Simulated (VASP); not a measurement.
# InPd (Pm-3m) in VASP: further runs

InPd is run at these levels: LDA; tasks: single point.

Program: VASP 6.6.1. These are calculated values, not measurements. Logs are shortened: lines on timing, memory, paths and dates and some standing lists are left out, and cuts for length are marked.

## 1. The cell of the first run

It takes space group Pm-3m (No. 221, cubic). The conventional cell has a = 3.272 Å, b = 3.272 Å, c = 3.272 Å, α = 90.00°, β = 90.00°, γ = 90.00°. Within 3.7 Å of In (site symmetry m-3m) lie 8 Pd at 2.83 Å and 6 In at 3.27 Å. Within 3.7 Å of Pd (site symmetry m-3m) lie 8 In at 2.83 Å and 6 Pd at 3.27 Å.

## 2. Single point, LDA

INCAR

```
SYSTEM = InPd
ALGO = Fast ; EDIFF = 1E-6
ENCUT = 520 ; ISIF = 2
ISMEAR = 0 ; LASPH = .TRUE.
LCHARG = .TRUE. ; LELF = .TRUE.
LREAL = .FALSE. ; LVHAR = .TRUE.
LWAVE = .FALSE. ; NBANDS = 18
NELM = 80 ; PREC = Accurate
SIGMA = 0.15
```

KPOINTS

```
k-points
0
G
  14 14 14
  0 0 0
```

POSCAR

```
InPd
1.0
    3.2718847800      0.0000000000      0.0000000000
    0.0000000000      3.2718847800      0.0000000000
    0.0000000000      0.0000000000      3.2718847800
In Pd
1 1
Direct
    0.0000000000      0.0000000000      0.0000000000
    0.5000000000      0.5000000000      0.5000000000
```

Potentials or basis: VASP PAW LDA potentials, release 64 (In_d, Pd).

The run is started by

```sh
$ cat potpaw_LDA.64/In_d/POTCAR potpaw_LDA.64/Pd/POTCAR > POTCAR
$ mpirun -np 1 vasp_std > vasp.out
```

OUTCAR:

```text
SYSTEM = InPd
   EDIFF = 1E-6
   ENCUT = 520
   ISIF = 2
   ISMEAR = 0
   LASPH = .TRUE.
   LREAL = .FALSE.
   NELM = 80
   PREC = Accurate

 ion  position               nearest neighbor table
   1  0.000  0.000  0.000-   2 2.83   2 2.83   2 2.83   2 2.83   2 2.83   2 2.83   2 2.83   2 2.83

   2  0.500  0.500  0.500-   1 2.83   1 2.83   1 2.83   1 2.83   1 2.83   1 2.83   1 2.83   1 2.83

  LATTYP: Found a simple cubic cell.
 ALAT       =     3.2718847800

  Lattice vectors:

 A1 = (   3.2718847800,   0.0000000000,   0.0000000000)
 A2 = (   0.0000000000,   3.2718847800,   0.0000000000)
 A3 = (   0.0000000000,   0.0000000000,   3.2718847800)

Analysis of symmetry for initial positions (statically):
=====================================================================
 Subroutine PRICEL returns:
 Original cell was already a primitive cell.

 Routine SETGRP: Setting up the symmetry group for a
 simple cubic supercell.

 Subroutine GETGRP returns: Found 48 space group operations
 (whereof 48 operations were pure point group operations)
 out of a pool of 48 trial point group operations.

The static configuration has the point symmetry O_h .

Analysis of symmetry for dynamics (positions and initial velocities):
=====================================================================
 Subroutine PRICEL returns:
 Original cell was already a primitive cell.

 Routine SETGRP: Setting up the symmetry group for a
 simple cubic supercell.

 Subroutine GETGRP returns: Found 48 space group operations
 (whereof 48 operations were pure point group operations)
 out of a pool of 48 trial point group operations.

The dynamic configuration has the point symmetry O_h .

 Subroutine INISYM returns: Found 48 space group operations
 (whereof 48 operations are pure point group operations),
 and found     1 'primitive' translations

----------------------------------------------------------------------------------------

                                     Primitive cell

  volume of cell :      35.0263

  direct lattice vectors                    reciprocal lattice vectors
     3.271884780  0.000000000  0.000000000     0.305634234  0.000000000  0.000000000
     0.000000000  3.271884780  0.000000000     0.000000000  0.305634234  0.000000000
     0.000000000  0.000000000  3.271884780     0.000000000  0.000000000  0.305634234

  length of vectors
     3.271884780  3.271884780  3.271884780     0.305634234  0.305634234  0.305634234

  position of ions in fractional coordinates (direct lattice)
     0.000000000  0.000000000  0.000000000
     0.500000000  0.500000000  0.500000000

  ion indices of the primitive-cell ions
   primitive index   ion index
                 1           1
                 2           2

----------------------------------------------------------------------------------------

 KPOINTS: k-points

Automatic generation of k-mesh.
 Grid dimensions read from file:
 generate k-points for:   14   14   14

 Generating k-lattice:

  Cartesian coordinates                     Fractional coordinates (reciprocal lattice)
     0.021831017  0.000000000  0.000000000     0.071428571  0.000000000  0.000000000
     0.000000000  0.021831017  0.000000000     0.000000000  0.071428571  0.000000000
     0.000000000  0.000000000  0.021831017     0.000000000  0.000000000  0.071428571

  Length of vectors
     0.021831017  0.021831017  0.021831017

  Shift w.r.t. Gamma in fractional coordinates (k-lattice)
     0.000000000  0.000000000  0.000000000

 Subroutine IBZKPT returns following result:
 ===========================================

 Found    120 irreducible k-points:

 Following reciprocal coordinates:
            Coordinates               Weight
  0.000000  0.000000  0.000000      1.000000
  0.071429  0.000000  0.000000      6.000000
  0.142857  0.000000  0.000000      6.000000
  0.214286  0.000000  0.000000      6.000000
  0.285714  0.000000  0.000000      6.000000
  0.357143  0.000000  0.000000      6.000000
[... 16 lines left out ...]
  0.285714  0.214286  0.000000     24.000000
  0.357143  0.214286  0.000000     24.000000
 [... further k-points ...]
   k-points           NKPTS =    120   k-points in BZ     NKDIM =    120   number of bands    NBANDS=     18
   number of dos      NEDOS =    301   number of ions     NIONS =      2
   total plane-waves  NPLWV =  13824
   dimension x,y,z NGX =    24 NGY =   24 NGZ =   24
   dimension x,y,z NGXF=    48 NGYF=   48 NGZF=   48
   ions per type =               1   1
   NGX,Y,Z   is equivalent  to a cutoff of  12.19, 12.19, 12.19 a.u.
   NGXF,Y,Z  is equivalent  to a cutoff of  24.39, 24.39, 24.39 a.u.
 SYSTEM =  InPd
   PREC   = accura    normal or accurate (medium, high low for compatibility)
   ISTART =      0    job   : 0-new  1-cont  2-samecut
   ICHARG =      2    charge: 1-file 2-atom 10-const
   ISPIN  =      1    spin polarized calculation?
   LNONCOLLINEAR =      F non collinear calculations
   LSORBIT =      F    spin-orbit coupling
   LASPH  =      T    aspherical Exc in radial PAW
   ENCUT  =  520.0 eV  38.22 Ry    6.18 a.u.   6.08  6.08  6.08*2*pi/ulx,y,z
   NELM   =     80;   NELMIN=  2; NELMDL= -5     # of ELM steps
   EDIFF  = 0.1E-05   stopping-criterion for ELM
   LREAL  =      F    real-space projection
   EDIFFG = 0.1E-04   stopping-criterion for IOM
   NSW    =      0    number of steps for IOM
   IBRION =     -1    ionic relax: 0-MD 1-quasi-New 2-CG
   NFREE  =      0    steps in history (QN), initial steepest desc. (CG)
   ISIF   =      2    stress and relaxation
   ISYM   =      2    0-nonsym 1-usesym 2-fastsym
   POTIM  = 0.5000    time-step for ionic-motion
   TEBEG  =    0.0;   TEEND  =   0.0 temperature during run
   PSTRESS=    0.0 pullay stress
   NELECT =      23.0000    total number of electrons
   NUPDOWN=      -1.0000    fix difference up-down
   EMIN   =  10.00;   EMAX   =-10.00  energy-range for DOS
   EFERMI =   0.00;   METHOD = LEGACY
   ISMEAR =     0;   SIGMA  =   0.15  broadening in eV -4-tet -1-fermi 0-gaus
   EFERMI_NEDOS =   21; number of points for ismear=-14 and -15
   IALGO  =     68    algorithm
   IMIX   =      4    mixing-type and parameters
     AMIX     =   0.40;   BMIX     =  1.00
     AMIX_MAG =   1.60;   BMIX_MAG =  1.00
  volume/ion in A,a.u.               =      17.51       118.18
  Fermi-wavevector in a.u.,A,eV,Ry     =   1.422938  2.688964 27.548447  2.024754
  Thomas-Fermi vector in A             =   2.543589
   LORBIT       =      0    0 simple, 1 ext, 2 COOP (PROOUT), +10 PAW based schemes
   GGA     = CA    functional components
   LHFCALC =     F    Hartree Fock is set to
   AEXX    =    0.0000 exact exchange contribution
   IVDW    =     0    specifies the selected vdW correction
   LEPSILON=     F    determine dielectric tensor
   LRPA    =     F    only Hartree local field effects (RPA)
 non-spin polarized calculation
 RMM-DIIS sequential band-by-band and
 Gauss-broadening in eV      SIGMA  =   0.15
  energy-cutoff  :      520.00
  volume of cell :       35.03
 maximum number of plane-waves:       968
   NGX = 13   NGY = 13   NGZ = 13

 number of electron      22.9999997 magnetization

 Free energy of the ion-electron system (eV)
  ---------------------------------------------------
  ext. energy  EPLUGINS =         0.00000000
  ---------------------------------------------------
  free energy    TOTEN  =       -10.76888294 eV

  energy without entropy =      -10.76049986  energy(sigma->0) =      -10.76469140

 E-fermi :  10.2515     XC(G=0): -12.5384

 val. band max:       10.2491257042   @ k =   0.2857   0.0714   0.0000
 cond. band min:      10.2646757494   @ k =   0.4286   0.4286   0.3571
 fundamental gap:      0.0155500451
 Fermi energy:        10.2515445940

 k-point     1 :       0.0000    0.0000    0.0000
  band No.  band energies     occupation
      1      -4.6412      2.00000
      2      -4.6412      2.00000
      3      -4.2289      2.00000
      4      -4.2289      2.00000
      5      -4.2289      2.00000
      6       0.1174      2.00000
[... 10 lines left out ...]
     17      20.9290      0.00000
     18      26.2631      0.00000

 k-point     2 :       0.0714    0.0000    0.0000
  band No.  band energies     occupation
      1      -4.6383      2.00000
      2      -4.6235      2.00000
      3      -4.2343      2.00000
      4      -4.2343      2.00000
      5      -4.2273      2.00000
      6       0.1984      2.00000
[... 10 lines left out ...]
     17      21.3511      0.00000
     18      26.2468      0.00000

 k-point     3 :       0.1429    0.0000    0.0000
  band No.  band energies     occupation
      1      -4.6300      2.00000
      2      -4.5739      2.00000
      3      -4.2494      2.00000
      4      -4.2494      2.00000
      5      -4.2227      2.00000
      6       0.4412      2.00000
[... 10 lines left out ...]
     17      22.7578      0.00000
     18      25.6304      0.00000

 k-point     4 :       0.2143    0.0000    0.0000
  band No.  band energies     occupation
      1      -4.6182      2.00000
      2      -4.5026      2.00000
      3      -4.2711      2.00000
      4      -4.2711      2.00000
      5      -4.2160      2.00000
      6       0.8440      2.00000
[... 10 lines left out ...]
     17      25.0989      0.00000
     18      25.6404      0.00000

 k-point     5 :       0.2857    0.0000    0.0000
  band No.  band energies     occupation
      1      -4.6049      2.00000
      2      -4.4237      2.00000
      3      -4.2950      2.00000
      4      -4.2950      2.00000
      5      -4.2086      2.00000
      6       1.4019      2.00000
[... 10 lines left out ...]
     17      24.5510      0.00000
     18      24.7521      0.00000

 k-point     6 :       0.3571    0.0000    0.0000
  band No.  band energies     occupation
      1      -4.5929      2.00000
      2      -4.3531      2.00000
      3      -4.3164      2.00000
      4      -4.3164      2.00000
      5      -4.2019      2.00000
      6       2.1038      2.00000
[... 10 lines left out ...]
     17      23.1821      0.00000
     18      23.3681      0.00000

 k-point     7 :       0.4286    0.0000    0.0000
  band No.  band energies     occupation
      1      -4.5846      2.00000
      2      -4.3312      2.00000
      3      -4.3312      2.00000
      4      -4.3044      2.00000
      5      -4.1973      2.00000
      6       2.9204      2.00000
[... 10 lines left out ...]
     17      21.8244      0.00000
     18      21.8274      0.00000

 k-point     8 :       0.5000    0.0000    0.0000
  band No.  band energies     occupation
      1      -4.5816      2.00000
      2      -4.3364      2.00000
      3      -4.3364      2.00000
      4      -4.2871      2.00000
      5      -4.1956      2.00000
      6       3.5983      2.00000
[... 10 lines left out ...]
     17      20.9192      0.00000
     18      21.0706      0.00000
[... 229 lines left out ...]
     17      22.9406      0.00000
     18      23.3545      0.00000

 k-point    20 :       0.4286    0.1429    0.0000
  band No.  band energies     occupation
      1      -4.5432      2.00000
      2      -4.3809      2.00000
      3      -4.3375      2.00000
      4      -4.2704      2.00000
      5      -4.2303      2.00000
      6       3.1207      2.00000
[... 10 lines left out ...]
     17      22.0724      0.00000
     18      22.8778      0.00000

 k-point    21 :       0.5000    0.1429    0.0000
  band No.  band energies     occupation
      1      -4.5404      2.00000
      2      -4.3876      2.00000
      3      -4.3431      2.00000
      4      -4.2529      2.00000
      5      -4.2296      2.00000
      6       3.6523      2.00000
[... 10 lines left out ...]
     17      21.3254      0.00000
     18      22.8371      0.00000

 k-point    22 :       0.2143    0.2143    0.0000
  band No.  band energies     occupation
      1      -4.5486      2.00000
      2      -4.4132      2.00000
      3      -4.3389      2.00000
      4      -4.2838      2.00000
      5      -4.2537      2.00000
      6       1.5338      2.00000
[... 10 lines left out ...]
     17      24.1014      0.00000
     18      24.9564      0.00000

 k-point    23 :       0.2857    0.2143    0.0000
  band No.  band energies     occupation
      1      -4.5299      2.00000
      2      -4.3764      2.00000
      3      -4.3412      2.00000
      4      -4.3046      2.00000
      5      -4.2614      2.00000
      6       2.0492      2.00000
[... 10 lines left out ...]
     17      23.7381      0.00000
     18      24.7634      0.00000

 k-point    24 :       0.3571    0.2143    0.0000
  band No.  band energies     occupation
      1      -4.5171      2.00000
      2      -4.4096      2.00000
      3      -4.3276      2.00000
      4      -4.2725      2.00000
      5      -4.2640      2.00000
      6       2.6733      2.00000
[... 10 lines left out ...]
     17      23.1651      0.00000
     18      23.4977      0.00000

 [... further k-points ...]
[... 5 lines left out ...]
  --------------------------------------------------------------------------------------
  -------------------------------------------------------------------------------------
  Total       -1.4146965     -1.4146965     -1.4146965      0.0000000      0.0000000      0.0000000
  in kB      -64.7112582    -64.7112582    -64.7112582      0.0000000      0.0000000      0.0000000
  external PRESSURE =     -64.7112582 kB  Pullay stress =       0.0000000 kB

 VOLUME and BASIS-vectors are now :
 -----------------------------------------------------------------------------
  energy-cutoff  :      520.00
  volume of cell :       35.03
      direct lattice vectors                 reciprocal lattice vectors
     3.271884780  0.000000000  0.000000000     0.305634234  0.000000000  0.000000000
     0.000000000  3.271884780  0.000000000     0.000000000  0.305634234  0.000000000
     0.000000000  0.000000000  3.271884780     0.000000000  0.000000000  0.305634234

 POSITION                                       TOTAL-FORCE (eV/Angst)
 -----------------------------------------------------------------------------------
      0.00000      0.00000      0.00000         0.000000      0.000000      0.000000
      1.63594      1.63594      1.63594         0.000000      0.000000      0.000000
 -----------------------------------------------------------------------------------
    total drift:                                0.000000      0.000000     -0.000000

  FREE ENERGIE OF THE ION-ELECTRON SYSTEM (eV)
  ---------------------------------------------------
  free  energy   TOTEN  =       -10.7688829358 eV

  energy  without entropy=      -10.7604998646  energy(sigma->0) =      -10.76469140
```

Wall time 35 s (1 thread of Intel Xeon Platinum 8559C (Emerald Rapids), shared host); peak memory 0.18 GiB.

Results:

* Free energy: -10.7689 eV
* Pressure: -6.5 GPa

Levels at points of the mesh, in eV from the Fermi level:
| k point | band 10 | band 11 | band 12 | band 13 | band 14 | band 15 |
| --- | --- | --- | --- | --- | --- | --- |
| (0.00, 0.00, 0.00) | -2.30 | -2.30 | 4.11 | 4.11 | 4.11 | 9.24 |
| (0.50, 0.00, 0.00) | -3.30 | -2.38 | -1.14 | 9.44 | 9.44 | 9.97 |
| (0.50, 0.50, 0.00) | -2.36 | -2.36 | -1.71 | 1.38 | 2.41 | 9.29 |
| (0.50, 0.50, 0.50) | -1.67 | -0.27 | 3.78 | 3.78 | 3.78 | 4.37 |

Caveat: spin-orbit coupling is left out, which moves the levels of the heavy elements.

## 3. Single point, LDA

INCAR

```
ALGO = Normal ; EDIFF = 1E-7
ENCUT = 520 ; ISIF = 2
ISMEAR = 0 ; LASPH = T
LCHARG = F ; LREAL = F
LWAVE = F ; NBANDS = 18
NELM = 60 ; PREC = Accurate
SIGMA = 0.15
```

KPOINTS

```
k-points
0
Gamma
  16 16 16
```

POSCAR is that of step 2.

Potentials or basis: VASP PAW LDA potentials, release 64 (In_d, Pd).

The run is started by

```sh
$ cat potpaw_LDA.64/In_d/POTCAR potpaw_LDA.64/Pd/POTCAR > POTCAR
$ mpirun -np 1 vasp_std > vasp.out
```

Wall time 30 s (1 thread of Intel Xeon Platinum 8559C (Emerald Rapids), shared host); peak memory 0.21 GiB.

The run converged. Its results:

```
Free energy : -10.7696 eV
Pressure    : -6.5 GPa
```

Levels at points of the mesh, in eV from the Fermi level:
```tsv
k point	band 8	band 9	band 10	band 11	band 12	band 13	band 14	band 15	band 16	band 17
(0.00, 0.00, 0.00)	-3.82	-2.29	-2.29	-2.29	4.12	4.12	4.12	9.25	10.69	10.69
(0.50, 0.00, 0.00)	-3.81	-3.29	-3.29	-2.37	-1.13	9.45	9.45	9.98	10.68	10.68
(0.50, 0.50, 0.00)	-2.70	-2.70	-2.35	-2.35	-1.70	1.39	2.42	9.30	11.30	11.30
(0.50, 0.50, 0.50)	-4.90	-1.66	-1.66	-0.26	3.79	3.79	3.79	4.38	4.38	4.38
```

Caveat: spin-orbit coupling is left out, which moves the levels of the heavy elements.
